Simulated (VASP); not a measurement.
# CoSi (rocksalt type) (Fm-3m) in VASP: relaxation of cell and atoms with LDA

Aim: the relaxation of cell and atoms of CoSi (rocksalt type) with LDA.

Everything below comes from runs of VASP 6.6.1. Logs are shortened: lines on timing, memory, paths and dates and some standing lists are left out, and cuts for length are marked.

## (1) The cell of the first run

Symmetry: Fm-3m, No. 225, cubic system. The conventional cell has a = 4.585 Å, b = 4.585 Å, c = 4.585 Å, α = 90.00°, β = 90.00°, γ = 90.00°. Co (site symmetry m-3m) has 6 Si at 2.29 Å within 3.0 Å. Si (site symmetry m-3m) has 6 Co at 2.29 Å within 3.0 Å.

## (2) Relaxation of cell and atoms, LDA

The input, INCAR:

```
ALGO = Normal
EDIFF = 1E-6
EDIFFG = -0.005
ENCUT = 600
GGA = CA
IBRION = 2
ISIF = 3
ISMEAR = -1
LASPH = True
LCHARG = False
LREAL = False
LWAVE = False
NELM = 80
NSW = 60
PREC = Accurate
SIGMA = 0.1
```

The input, KPOINTS:

```
k-points
0
Gamma
  14 14 14
```

The input, POSCAR:

```
CoSi
1.0
    0.0000000000      2.2923918786      2.2923918786
    2.2923918786      0.0000000000      2.2923918786
    2.2923918786      2.2923918786      0.0000000000
Co Si
1 1
Direct
    0.0000000000      0.0000000000      0.0000000000
    0.5000000000      0.5000000000      0.5000000000
```

Potentials or basis: VASP PAW LDA potentials, release 64 (Co, Si).

Run with:

```
$ cat potpaw_LDA.64/Co/POTCAR potpaw_LDA.64/Si/POTCAR > POTCAR
$ mpirun -np 1 vasp_std > vasp.out
```

OUTCAR:

```text
EDIFF = 1E-6
   EDIFFG = -0.005
   ENCUT = 600
   GGA = CA
   IBRION = 2
   ISIF = 3
   ISMEAR = -1
   LASPH = True
   LREAL = False
   NELM = 80
   NSW = 60
   PREC = Accurate

 ion  position               nearest neighbor table
   1  0.000  0.000  0.000-   2 2.29   2 2.29   2 2.29   2 2.29   2 2.29   2 2.29
   2  0.500  0.500  0.500-   1 2.29   1 2.29   1 2.29   1 2.29   1 2.29   1 2.29

  LATTYP: Found a face centered cubic cell.
 ALAT       =     4.5847837572

  Lattice vectors:

 A1 = (   0.0000000000,   2.2923918786,   2.2923918786)
 A2 = (   2.2923918786,   0.0000000000,   2.2923918786)
 A3 = (   2.2923918786,   2.2923918786,   0.0000000000)

Analysis of symmetry for initial positions (statically):
=====================================================================
 Subroutine PRICEL returns:
 Original cell was already a primitive cell.

 Routine SETGRP: Setting up the symmetry group for a
 face centered cubic supercell.

 Subroutine GETGRP returns: Found 48 space group operations
 (whereof 48 operations were pure point group operations)
 out of a pool of 48 trial point group operations.

The static configuration has the point symmetry O_h .

Analysis of symmetry for dynamics (positions and initial velocities):
=====================================================================
 Subroutine PRICEL returns:
 Original cell was already a primitive cell.

 Routine SETGRP: Setting up the symmetry group for a
 face centered cubic supercell.

 Subroutine GETGRP returns: Found 48 space group operations
 (whereof 48 operations were pure point group operations)
 out of a pool of 48 trial point group operations.

The dynamic configuration has the point symmetry O_h .

 Subroutine INISYM returns: Found 48 space group operations
 (whereof 48 operations are pure point group operations),
 and found     1 'primitive' translations

----------------------------------------------------------------------------------------

                                     Primitive cell

  volume of cell :      24.0933

  direct lattice vectors                    reciprocal lattice vectors
     0.000000000  2.292391879  2.292391879    -0.218112795  0.218112795  0.218112795
     2.292391879  0.000000000  2.292391879     0.218112795 -0.218112795  0.218112795
     2.292391879  2.292391879  0.000000000     0.218112795  0.218112795 -0.218112795

  length of vectors
     3.241931685  3.241931685  3.241931685     0.377782443  0.377782443  0.377782443

  position of ions in fractional coordinates (direct lattice)
     0.000000000  0.000000000  0.000000000
     0.500000000  0.500000000  0.500000000

  ion indices of the primitive-cell ions
   primitive index   ion index
                 1           1
                 2           2

----------------------------------------------------------------------------------------

 KPOINTS: k-points

Automatic generation of k-mesh.
 Grid dimensions read from file:
 generate k-points for:   14   14   14

 Generating k-lattice:

  Cartesian coordinates                     Fractional coordinates (reciprocal lattice)
    -0.015579485  0.015579485  0.015579485     0.071428571  0.000000000  0.000000000
     0.015579485 -0.015579485  0.015579485     0.000000000  0.071428571  0.000000000
     0.015579485  0.015579485 -0.015579485     0.000000000  0.000000000  0.071428571

  Length of vectors
     0.026984460  0.026984460  0.026984460

  Shift w.r.t. Gamma in fractional coordinates (k-lattice)
     0.000000000  0.000000000  0.000000000

 Subroutine IBZKPT returns following result:
 ===========================================

 Found    104 irreducible k-points:

 Following reciprocal coordinates:
            Coordinates               Weight
  0.000000  0.000000  0.000000      1.000000
  0.071429  0.000000  0.000000      8.000000
  0.142857  0.000000  0.000000      8.000000
  0.214286  0.000000  0.000000      8.000000
  0.285714  0.000000  0.000000      8.000000
  0.357143  0.000000  0.000000      8.000000
[... 16 lines left out ...]
  0.214286  0.142857  0.000000     24.000000
  0.285714  0.142857  0.000000     24.000000
 [... further k-points ...]
   k-points           NKPTS =    104   k-points in BZ     NKDIM =    104   number of bands    NBANDS=     10
   number of dos      NEDOS =    301   number of ions     NIONS =      2
   total plane-waves  NPLWV =  21952
   dimension x,y,z NGX =    28 NGY =   28 NGZ =   28
   dimension x,y,z NGXF=    56 NGYF=   56 NGZF=   56
   ions per type =               1   1
   NGX,Y,Z   is equivalent  to a cutoff of  14.36, 14.36, 14.36 a.u.
   NGXF,Y,Z  is equivalent  to a cutoff of  28.72, 28.72, 28.72 a.u.
 SYSTEM =  unknown system
   PREC   = accura    normal or accurate (medium, high low for compatibility)
   ISTART =      0    job   : 0-new  1-cont  2-samecut
   ICHARG =      2    charge: 1-file 2-atom 10-const
   ISPIN  =      1    spin polarized calculation?
   LNONCOLLINEAR =      F non collinear calculations
   LSORBIT =      F    spin-orbit coupling
   LASPH  =      T    aspherical Exc in radial PAW
   ENCUT  =  600.0 eV  44.10 Ry    6.64 a.u.   6.47  6.47  6.47*2*pi/ulx,y,z
   NELM   =     80;   NELMIN=  2; NELMDL= -5     # of ELM steps
   EDIFF  = 0.1E-05   stopping-criterion for ELM
   LREAL  =      F    real-space projection
   EDIFFG = -.5E-02   stopping-criterion for IOM
   NSW    =     60    number of steps for IOM
   IBRION =      2    ionic relax: 0-MD 1-quasi-New 2-CG
   NFREE  =      1    steps in history (QN), initial steepest desc. (CG)
   ISIF   =      3    stress and relaxation
   ISYM   =      2    0-nonsym 1-usesym 2-fastsym
   POTIM  = 0.5000    time-step for ionic-motion
   TEBEG  =    0.0;   TEEND  =   0.0 temperature during run
   PSTRESS=    0.0 pullay stress
   NELECT =      13.0000    total number of electrons
   NUPDOWN=      -1.0000    fix difference up-down
   EMIN   =  10.00;   EMAX   =-10.00  energy-range for DOS
   EFERMI =   0.00;   METHOD = LEGACY
   ISMEAR =    -1;   SIGMA  =   0.10  broadening in eV -4-tet -1-fermi 0-gaus
   EFERMI_NEDOS =   21; number of points for ismear=-14 and -15
   IALGO  =     38    algorithm
   IMIX   =      4    mixing-type and parameters
     AMIX     =   0.40;   BMIX     =  1.00
     AMIX_MAG =   1.60;   BMIX_MAG =  1.00
  volume/ion in A,a.u.               =      12.05        81.29
  Fermi-wavevector in a.u.,A,eV,Ry     =   1.332776  2.518581 24.167910  1.776291
  Thomas-Fermi vector in A             =   2.461685
   LORBIT       =      0    0 simple, 1 ext, 2 COOP (PROOUT), +10 PAW based schemes
   GGA     = CA    functional components
   LHFCALC =     F    Hartree Fock is set to
   AEXX    =    0.0000 exact exchange contribution
   IVDW    =     0    specifies the selected vdW correction
   LEPSILON=     F    determine dielectric tensor
   LRPA    =     F    only Hartree local field effects (RPA)
 conjugate gradient relaxation of ions
 non-spin polarized calculation
  energy-cutoff  :      600.00
  volume of cell :       24.09
 maximum number of plane-waves:       822
 NGX is ok and might be reduce to    28
   NGX = 13   NGY = 13   NGZ = 13

--------------------------------------- Ionic step        1  -------------------------------------------

 number of electron      13.0000003 magnetization

 Free energy of the ion-electron system (eV)
  ---------------------------------------------------
  ext. energy  EPLUGINS =         0.00000000
  ---------------------------------------------------
  free energy    TOTEN  =       -14.16580323 eV

  energy without entropy =      -14.11835518  energy(sigma->0) =      -14.14207921

------------------------ aborting loop because EDIFF is reached ----------------------------------------

  FORCE on cell =-STRESS in cart. coord.  units (eV):
  Direction    XX          YY          ZZ          XY          YZ          ZX
  --------------------------------------------------------------------------------------
  -------------------------------------------------------------------------------------
  Total       -0.1813052     -0.1813052     -0.1813052      0.0000000     -0.0000000      0.0000000
  in kB      -12.0565831    -12.0565831    -12.0565831      0.0000000     -0.0000000      0.0000000
  external PRESSURE =     -12.0565831 kB  Pullay stress =       0.0000000 kB

 VOLUME and BASIS-vectors are now :
 -----------------------------------------------------------------------------
  energy-cutoff  :      600.00
  volume of cell :       24.09
      direct lattice vectors                 reciprocal lattice vectors
     0.000000000  2.292391879  2.292391879    -0.218112795  0.218112795  0.218112795
     2.292391879  0.000000000  2.292391879     0.218112795 -0.218112795  0.218112795
     2.292391879  2.292391879  0.000000000     0.218112795  0.218112795 -0.218112795
[... 73 lines left out ...]
 POSITION                                       TOTAL-FORCE (eV/Angst)
 -----------------------------------------------------------------------------------
      0.00000     -0.00000      0.00000        -0.000000      0.000000      0.000000
      2.28612      2.28612      2.28612         0.000000     -0.000000     -0.000000
 -----------------------------------------------------------------------------------
    total drift:                               -0.000000      0.000000      0.000000

  FREE ENERGIE OF THE ION-ELECTRON SYSTEM (eV)
  ---------------------------------------------------
  free  energy   TOTEN  =       -14.1666445917 eV

  energy  without entropy=      -14.1198343613  energy(sigma->0) =      -14.14323948

--------------------------------------- Ionic step        4  -------------------------------------------

 number of electron      13.0000003 magnetization

 Free energy of the ion-electron system (eV)
  ---------------------------------------------------
  ext. energy  EPLUGINS =         0.00000000
  ---------------------------------------------------
  free energy    TOTEN  =       -14.16664754 eV

  energy without entropy =      -14.11980115  energy(sigma->0) =      -14.14322435

 E-fermi :  10.5049     XC(G=0): -12.5053

 val. band max:       10.4989457367   @ k =   0.4286   0.1429   0.0000
 cond. band min:      10.5298929997   @ k =  -0.2857   0.2857   0.0714
 fundamental gap:      0.0309472630
 Fermi energy:        10.5049418975

 k-point     1 :       0.0000    0.0000    0.0000
  band No.  band energies     occupation
      1      -2.0737      2.00000
      2       8.3841      2.00000
      3       8.3841      2.00000
      4       8.3841      2.00000
      5       8.4448      2.00000
      6       8.4448      2.00000
      7      15.1357      0.00000
      8      15.1357      0.00000
      9      15.1357      0.00000
     10      21.5874      0.00000

 k-point     2 :       0.0714    0.0000    0.0000
  band No.  band energies     occupation
      1      -1.9649      2.00000
      2       8.3013      2.00000
      3       8.3572      2.00000
      4       8.3572      2.00000
      5       8.4484      2.00000
      6       8.4484      2.00000
      7      14.6592      0.00000
      8      15.2176      0.00000
      9      15.2176      0.00000
     10      20.8743      0.00000
[... 274 lines left out ...]
 k-point    24 :       0.2857    0.1429    0.0000
  band No.  band energies     occupation
      1      -0.5275      2.00000
      2       7.1280      2.00000
      3       7.5873      2.00000
      4       8.0894      2.00000
      5       8.7435      2.00000
      6       8.9872      2.00000
      7      12.1248      0.00000
      8      14.0111      0.00000
      9      15.9553      0.00000
     10      18.2130      0.00000

 [... further k-points ...]

------------------------ aborting loop because EDIFF is reached ----------------------------------------

  FORCE on cell =-STRESS in cart. coord.  units (eV):
  Direction    XX          YY          ZZ          XY          YZ          ZX
  --------------------------------------------------------------------------------------
  -------------------------------------------------------------------------------------
  Total        0.0016519      0.0016519      0.0016519      0.0000000     -0.0000000      0.0000000
  in kB        0.1107017      0.1107017      0.1107017      0.0000000     -0.0000000      0.0000000
  external PRESSURE =       0.1107017 kB  Pullay stress =       0.0000000 kB

 VOLUME and BASIS-vectors are now :
 -----------------------------------------------------------------------------
  energy-cutoff  :      600.00
  volume of cell :       23.91
      direct lattice vectors                 reciprocal lattice vectors
     0.000000000  2.286492013  2.286492013    -0.218675594  0.218675594  0.218675594
     2.286492013 -0.000000000  2.286492013     0.218675594 -0.218675594  0.218675594
     2.286492013  2.286492013 -0.000000000     0.218675594  0.218675594 -0.218675594

 POSITION                                       TOTAL-FORCE (eV/Angst)
 -----------------------------------------------------------------------------------
      0.00000      0.00000      0.00000        -0.000000      0.000000     -0.000000
      2.28649      2.28649      2.28649         0.000000     -0.000000      0.000000
 -----------------------------------------------------------------------------------
    total drift:                               -0.000000      0.000000      0.000000

  FREE ENERGIE OF THE ION-ELECTRON SYSTEM (eV)
  ---------------------------------------------------
  free  energy   TOTEN  =       -14.1666475411 eV

  energy  without entropy=      -14.1198011523  energy(sigma->0) =      -14.14322435

 reached required accuracy - stopping structural energy minimisation
```

Run time: 69 s. Hardware: 1 thread of Intel Xeon 6975P-C, shared host; peak memory 0.18 GiB.

Results:

```yaml
Free_energy: -14.1666 eV
Relaxed_volume: 11.95 Å³/atom
Relaxed_cell: a = 3.234 Å, b = 3.234 Å, c = 3.234 Å, α = 60.00°, β = 60.00°, γ = 60.00°
Space_group_after_relaxing_to_0.05_Å: Fm-3m (No. 225)
Energy_gained_by_relaxing: 0.4 meV/atom
Ionic_steps: 4
Pressure_after_relaxing: 0.0 GPa
```

Step by step:
```tsv
step	energy change (eV)	largest force (eV/Å)	pressure (GPa)	volume (Å³)
1	0.0000	0.0000	-1.21	24.09
2	-0.0004	0.0000	1.14	23.78
3	-0.0008	0.0000	0.08	23.90
4	-0.0008	0.0000	0.01	23.91
```

Final structure:
```xyz
2
Lattice="0.0000 2.2865 2.2865 2.2865 0.0000 2.2865 2.2865 2.2865 0.0000" Properties=species:S:1:pos:R:3 pbc="T T T"
Co    0.0000    0.0000    0.0000
Si    2.2865    2.2865    2.2865
```

Levels at points of the mesh, in eV from the Fermi level:
| k point | band 2 | band 3 | band 4 | band 5 | band 6 | band 7 | band 8 | band 9 | band 10 |
| --- | --- | --- | --- | --- | --- | --- | --- | --- | --- |
| (0.00, 0.00, 0.00) | -2.12 | -2.12 | -2.12 | -2.06 | -2.06 | 4.63 | 4.63 | 4.63 | 11.08 |
| (0.50, 0.00, 0.00) | -6.98 | -3.21 | -3.21 | -1.01 | -1.01 | -0.25 | 6.90 | 6.90 | 6.95 |
| (0.50, 0.50, 0.00) | -5.22 | -3.38 | -1.57 | -0.74 | -0.74 | 0.06 | 0.06 | 0.23 | 5.22 |
